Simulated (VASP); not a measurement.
Write the native input for VASP 6.6.1 that does the following.

| Item | Value |
| --- | --- |
| Task | relaxation of cell and atoms |
| Functional | PBE |
| Potentials or basis | VASP PAW PBE potentials, release 64 (In_d, As) |
| Cutoff | 600 eV |
| k mesh | 4 × 4 × 4 |
| Occupations | gaussian, width 0.1 eV |
| Spin | no spin polarisation |
| Dipole correction | no |
| Further INCAR settings | ALGO = Normal; EDIFF = 1e-06; IBRION = 2; EDIFFG = -0.04; NSW = 90; ISIF = 3 |

The structure of InAs3 lies in POSCAR:

```
InAs3
1.0
   -3.0738742600      3.0738742600      3.0738742600
    3.0738742600     -3.0738742600      3.0738742600
    3.0738742600      3.0738742600     -3.0738742600
In As
1 3
Direct
    0.0000000000      0.0000000000      0.0000000000
    0.0000000000      0.5000000000      0.5000000000
    0.5000000000      0.0000000000      0.5000000000
    0.5000000000      0.5000000000      0.0000000000
```

One way to write it, as run:

INCAR

```
SYSTEM = InAs3
ALGO     = Normal         ! electronic algorithm
EDIFF    = 1E-6           ! SCF threshold, eV
EDIFFG   = -0.04          ! ionic threshold
ENCUT    = 600            ! plane-wave cutoff, eV
GGA      = PE             ! functional
IBRION   = 2              ! ionic algorithm
ISIF     = 3              ! what is computed and relaxed
ISMEAR   = 0              ! smearing method
LASPH    = .True.         ! aspherical terms in the spheres
LCHARG   = .False.        ! write CHGCAR
LREAL    = .False.        ! projectors in reciprocal space
LWAVE    = .False.        ! write WAVECAR
NELM     = 100            ! most SCF steps
NSW      = 90             ! ionic steps
PREC     = Accurate       ! precision mode
SIGMA    = 0.1            ! smearing width, eV
```

KPOINTS

```
k-points
0
Gamma
  4 4 4
  0 0 0
```

Potentials or basis: VASP PAW PBE potentials, release 64 (In_d, As).

Launch:

```bash
$ cat potpaw_PBE.64/In_d/POTCAR potpaw_PBE.64/As/POTCAR > POTCAR
$ mpirun -np 1 vasp_std > vasp.out
```

Results of the run:

The relaxed volume is 21.98 Å³/atom, the relaxed cell is a = 4.852 Å, b = 4.852 Å, c = 4.852 Å, α = 109.47°, β = 109.47°, γ = 109.47° and the space group after relaxing (to 0.05 Å) is Im-3m (No. 229). The energy gained by relaxing is 288.3 meV/atom and the ionic steps are 3. The pressure after relaxing is -0.1 GPa and the band gap on the k mesh is zero (band 14 reaches 5.86 eV, above the bottom of band 15 at 3.36 eV).

Caveat: the k points lie up to 0.40 Å⁻¹ apart in the final cell; the volume moved by over 15 % at a fixed basis, so the end points are rough; spin-orbit coupling is left out, which moves the levels of the heavy elements.

It took 53 s on 1 thread of AMD EPYC 9R45 96-Core Processor (Zen 5), on a shared host, peak memory 0.29 GiB.
